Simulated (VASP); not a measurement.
# Ag (Fd-3m) in VASP: single point with PBE

Aim: the single point of Ag with PBE.

Program: VASP 6.6.1. These are calculated values, not measurements. Logs are shortened: lines on timing, memory, paths and dates and some standing lists are left out, and cuts for length are marked.

## (1) The cell of the first run

It takes space group Fd-3m (No. 227, cubic). Conventional cell: a = 6.219 Å, b = 6.219 Å, c = 6.219 Å, α = 90.00°, β = 90.00°, γ = 90.00°. Ag (site symmetry -43m) has 4 Ag at 2.69 Å within 3.6 Å.

## (2) Single point, PBE

Input file INCAR:

```
SYSTEM = Ag
PREC = Accurate ; ENCUT = 520
EDIFF = 1E-7 ; ISMEAR = -1
SIGMA = 0.13605693000000002 ; LREAL = .FALSE.
LASPH = .TRUE. ; NELM = 60
ALGO = Normal ; ISIF = 2
LWAVE = .FALSE. ; LCHARG = .FALSE.
GGA = PE ; NBANDS = 18
```

Input file KPOINTS:

```
regular mesh
0
G
  8 8 8
  0 0 0
```

Input file POSCAR:

```
Ag
1.0
    0.0000000000      3.1094405241      3.1094405241
    3.1094405241      0.0000000000      3.1094405241
    3.1094405241      3.1094405241      0.0000000000
Ag
2
Direct
    0.0000000000      0.0000000000      0.0000000000
    0.2500000000      0.2500000000      0.2500000000
```

Potentials or basis: VASP PAW PBE potentials, release 64 (Ag).

On the command line:

```
$ cat potpaw_PBE.64/Ag/POTCAR > POTCAR
$ mpirun -np 1 vasp_std > vasp.out
```

OUTCAR:

```text
SYSTEM = Ag
   PREC = Accurate
   ENCUT = 520
   EDIFF = 1E-7
   ISMEAR = -1
   LREAL = .FALSE.
   LASPH = .TRUE.
   NELM = 60
   ISIF = 2
   GGA = PE

 ion  position               nearest neighbor table
   1  0.000  0.000  0.000-   2 2.69   2 2.69   2 2.69   2 2.69
   2  0.250  0.250  0.250-   1 2.69   1 2.69   1 2.69   1 2.69

  LATTYP: Found a face centered cubic cell.
 ALAT       =     6.2188810482

  Lattice vectors:

 A1 = (   0.0000000000,   3.1094405241,   3.1094405241)
 A2 = (   3.1094405241,   0.0000000000,   3.1094405241)
 A3 = (   3.1094405241,   3.1094405241,   0.0000000000)

Analysis of symmetry for initial positions (statically):
=====================================================================
 Subroutine PRICEL returns:
 Original cell was already a primitive cell.

 Routine SETGRP: Setting up the symmetry group for a
 face centered cubic supercell.

 Subroutine GETGRP returns: Found 48 space group operations
 (whereof 24 operations were pure point group operations)
 out of a pool of 48 trial point group operations.

The static configuration has the point symmetry T_d .
 The point group associated with its full space group is O_h .

Analysis of symmetry for dynamics (positions and initial velocities):
=====================================================================
 Subroutine PRICEL returns:
 Original cell was already a primitive cell.

 Routine SETGRP: Setting up the symmetry group for a
 face centered cubic supercell.

 Subroutine GETGRP returns: Found 48 space group operations
 (whereof 24 operations were pure point group operations)
 out of a pool of 48 trial point group operations.

The dynamic configuration has the point symmetry T_d .
 The point group associated with its full space group is O_h .

 Subroutine INISYM returns: Found 48 space group operations
 (whereof 24 operations are pure point group operations),
 and found     1 'primitive' translations

----------------------------------------------------------------------------------------

                                     Primitive cell

  volume of cell :      60.1280

  direct lattice vectors                    reciprocal lattice vectors
     0.000000000  3.109440524  3.109440524    -0.160800632  0.160800632  0.160800632
     3.109440524  0.000000000  3.109440524     0.160800632 -0.160800632  0.160800632
     3.109440524  3.109440524  0.000000000     0.160800632  0.160800632 -0.160800632

  length of vectors
     4.397412961  4.397412961  4.397412961     0.278514864  0.278514864  0.278514864

  position of ions in fractional coordinates (direct lattice)
     0.000000000  0.000000000  0.000000000
     0.250000000  0.250000000  0.250000000

  ion indices of the primitive-cell ions
   primitive index   ion index
                 1           1
                 2           2

----------------------------------------------------------------------------------------

 KPOINTS: regular mesh

Automatic generation of k-mesh.
 Grid dimensions read from file:
 generate k-points for:    8    8    8

 Generating k-lattice:

  Cartesian coordinates                     Fractional coordinates (reciprocal lattice)
    -0.020100079  0.020100079  0.020100079     0.125000000  0.000000000  0.000000000
     0.020100079 -0.020100079  0.020100079     0.000000000  0.125000000  0.000000000
     0.020100079  0.020100079 -0.020100079     0.000000000  0.000000000  0.125000000

  Length of vectors
     0.034814358  0.034814358  0.034814358

  Shift w.r.t. Gamma in fractional coordinates (k-lattice)
     0.000000000  0.000000000  0.000000000

 Subroutine IBZKPT returns following result:
 ===========================================

 Found     29 irreducible k-points:

 Following reciprocal coordinates:
            Coordinates               Weight
  0.000000  0.000000  0.000000      1.000000
  0.125000  0.000000  0.000000      8.000000
  0.250000  0.000000  0.000000      8.000000
  0.375000  0.000000  0.000000      8.000000
  0.500000  0.000000  0.000000      4.000000
  0.125000  0.125000  0.000000      6.000000
[... 16 lines left out ...]
  0.500000  0.250000  0.125000     48.000000
 -0.375000  0.250000  0.125000     24.000000
 [... further k-points ...]
   k-points           NKPTS =     29   k-points in BZ     NKDIM =     29   number of bands    NBANDS=     18
   number of dos      NEDOS =    301   number of ions     NIONS =      2
   total plane-waves  NPLWV =  46656
   dimension x,y,z NGX =    36 NGY =   36 NGZ =   36
   dimension x,y,z NGXF=    72 NGYF=   72 NGZF=   72
   ions per type =               2
   NGX,Y,Z   is equivalent  to a cutoff of  13.61, 13.61, 13.61 a.u.
   NGXF,Y,Z  is equivalent  to a cutoff of  27.22, 27.22, 27.22 a.u.
 SYSTEM =  Ag
   PREC   = accura    normal or accurate (medium, high low for compatibility)
   ISTART =      0    job   : 0-new  1-cont  2-samecut
   ICHARG =      2    charge: 1-file 2-atom 10-const
   ISPIN  =      1    spin polarized calculation?
   LNONCOLLINEAR =      F non collinear calculations
   LSORBIT =      F    spin-orbit coupling
   LASPH  =      T    aspherical Exc in radial PAW
   ENCUT  =  520.0 eV  38.22 Ry    6.18 a.u.   8.18  8.18  8.18*2*pi/ulx,y,z
   NELM   =     60;   NELMIN=  2; NELMDL= -5     # of ELM steps
   EDIFF  = 0.1E-06   stopping-criterion for ELM
   LREAL  =      F    real-space projection
   EDIFFG = 0.1E-05   stopping-criterion for IOM
   NSW    =      0    number of steps for IOM
   IBRION =     -1    ionic relax: 0-MD 1-quasi-New 2-CG
   NFREE  =      0    steps in history (QN), initial steepest desc. (CG)
   ISIF   =      2    stress and relaxation
   ISYM   =      2    0-nonsym 1-usesym 2-fastsym
   POTIM  = 0.5000    time-step for ionic-motion
   TEBEG  =    0.0;   TEEND  =   0.0 temperature during run
   PSTRESS=    0.0 pullay stress
   NELECT =      22.0000    total number of electrons
   NUPDOWN=      -1.0000    fix difference up-down
   EMIN   =  10.00;   EMAX   =-10.00  energy-range for DOS
   EFERMI =   0.00;   METHOD = LEGACY
   ISMEAR =    -1;   SIGMA  =   0.14  broadening in eV -4-tet -1-fermi 0-gaus
   EFERMI_NEDOS =   21; number of points for ismear=-14 and -15
   IALGO  =     38    algorithm
   IMIX   =      4    mixing-type and parameters
     AMIX     =   0.40;   BMIX     =  1.00
     AMIX_MAG =   1.60;   BMIX_MAG =  1.00
  volume/ion in A,a.u.               =      30.06       202.88
  Fermi-wavevector in a.u.,A,eV,Ry     =   1.170910  2.212699 18.653995  1.371030
  Thomas-Fermi vector in A             =   2.307361
   LORBIT       =      0    0 simple, 1 ext, 2 COOP (PROOUT), +10 PAW based schemes
   GGA     = PE    functional components
   LHFCALC =     F    Hartree Fock is set to
   AEXX    =    0.0000 exact exchange contribution
   IVDW    =     0    specifies the selected vdW correction
   LEPSILON=     F    determine dielectric tensor
   LRPA    =     F    only Hartree local field effects (RPA)
 non-spin polarized calculation
  energy-cutoff  :      520.00
  volume of cell :       60.13
 maximum number of plane-waves:      1639
 NGX is ok and might be reduce to    36
   NGX = 17   NGY = 17   NGZ = 17

 number of electron      21.9999999 magnetization

 Free energy of the ion-electron system (eV)
  ---------------------------------------------------
  ext. energy  EPLUGINS =         0.00000000
  ---------------------------------------------------
  free energy    TOTEN  =        -3.89331620 eV

  energy without entropy =       -3.85337258  energy(sigma->0) =       -3.87334439

 E-fermi :   2.6391     XC(G=0):  -8.8329

 val. band max:        2.6170279186   @ k =  -0.3750   0.3750   0.0000
 cond. band min:       2.6820869210   @ k =   0.5000   0.1250   0.0000
 fundamental gap:      0.0650590024
 Fermi energy:         2.6390515799

 k-point     1 :       0.0000    0.0000    0.0000
  band No.  band energies     occupation
      1      -2.0043      2.00000
      2      -1.8304      2.00000
      3      -1.8304      2.00000
      4      -1.8304      2.00000
      5      -1.8284      2.00000
      6      -1.8284      2.00000
[... 10 lines left out ...]
     17      11.8111      0.00000
     18      12.2920      0.00000

 k-point     2 :       0.1250    0.0000    0.0000
  band No.  band energies     occupation
      1      -1.9344      2.00000
      2      -1.9344      2.00000
      3      -1.8682      2.00000
      4      -1.8010      2.00000
      5      -1.6916      2.00000
      6      -1.6916      2.00000
[... 10 lines left out ...]
     17      12.6042      0.00000
     18      13.1386      0.00000

 k-point     3 :       0.2500    0.0000    0.0000
  band No.  band energies     occupation
      1      -1.9703      2.00000
      2      -1.9703      2.00000
      3      -1.8426      2.00000
      4      -1.5980      2.00000
      5      -1.5980      2.00000
      6      -1.4794      2.00000
[... 10 lines left out ...]
     17      12.9102      0.00000
     18      12.9648      0.00000

 k-point     4 :       0.3750    0.0000    0.0000
  band No.  band energies     occupation
      1      -1.9415      2.00000
      2      -1.9415      2.00000
      3      -1.8298      2.00000
      4      -1.6062      2.00000
      5      -1.6062      2.00000
      6      -1.3623      2.00000
[... 375 lines left out ...]
      4      -1.5914      2.00000
      5      -1.3447      2.00000
      6      -1.3425      2.00000
[... 10 lines left out ...]
     17      13.4719      0.00000
     18      15.1088      0.00000

 k-point    23 :       0.5000    0.2500    0.1250
  band No.  band energies     occupation
      1      -2.0847      2.00000
      2      -2.0110      2.00000
      3      -1.7362      2.00000
      4      -1.5359      2.00000
      5      -1.3496      2.00000
      6      -1.2810      2.00000
[... 10 lines left out ...]
     17      13.5149      0.00000
     18      15.2898      0.00000

 k-point    24 :      -0.3750    0.2500    0.1250
  band No.  band energies     occupation
      1      -2.0922      2.00000
      2      -2.0177      2.00000
      3      -1.7200      2.00000
      4      -1.4790      2.00000
      5      -1.3490      2.00000
      6      -1.3337      2.00000
[... 10 lines left out ...]
     17      15.2780      0.00000
     18      15.3750      0.00000

 [... further k-points ...]

------------------------ aborting loop because EDIFF is reached ----------------------------------------

  FORCE on cell =-STRESS in cart. coord.  units (eV):
  Direction    XX          YY          ZZ          XY          YZ          ZX
  --------------------------------------------------------------------------------------
  -------------------------------------------------------------------------------------
  Total       -0.0282953     -0.0282953     -0.0282953     -0.0000000     -0.0000000      0.0000000
  in kB       -0.7539596     -0.7539596     -0.7539596     -0.0000000     -0.0000000      0.0000000
  external PRESSURE =      -0.7539596 kB  Pullay stress =       0.0000000 kB

 VOLUME and BASIS-vectors are now :
 -----------------------------------------------------------------------------
  energy-cutoff  :      520.00
  volume of cell :       60.13
      direct lattice vectors                 reciprocal lattice vectors
     0.000000000  3.109440524  3.109440524    -0.160800632  0.160800632  0.160800632
     3.109440524  0.000000000  3.109440524     0.160800632 -0.160800632  0.160800632
     3.109440524  3.109440524  0.000000000     0.160800632  0.160800632 -0.160800632

 POSITION                                       TOTAL-FORCE (eV/Angst)
 -----------------------------------------------------------------------------------
      0.00000      0.00000      0.00000         0.000000      0.000000      0.000000
      1.55472      1.55472      1.55472        -0.000000     -0.000000     -0.000000
 -----------------------------------------------------------------------------------
    total drift:                                0.000000      0.000000      0.000000

  FREE ENERGIE OF THE ION-ELECTRON SYSTEM (eV)
  ---------------------------------------------------
  free  energy   TOTEN  =        -3.8933162027 eV

  energy  without entropy=       -3.8533725811  energy(sigma->0) =       -3.87334439
```

It took 75 s on 1 thread of AMD EPYC 7R13, shared host; peak memory 0.18 GiB.

What came out:

```yaml
Free_energy: -3.8933 eV
Pressure: -0.1 GPa
Band_gap_on_the_k_mesh: zero (band 11 reaches 3.06 eV, above the bottom of band 12 at 2.09 eV)
```
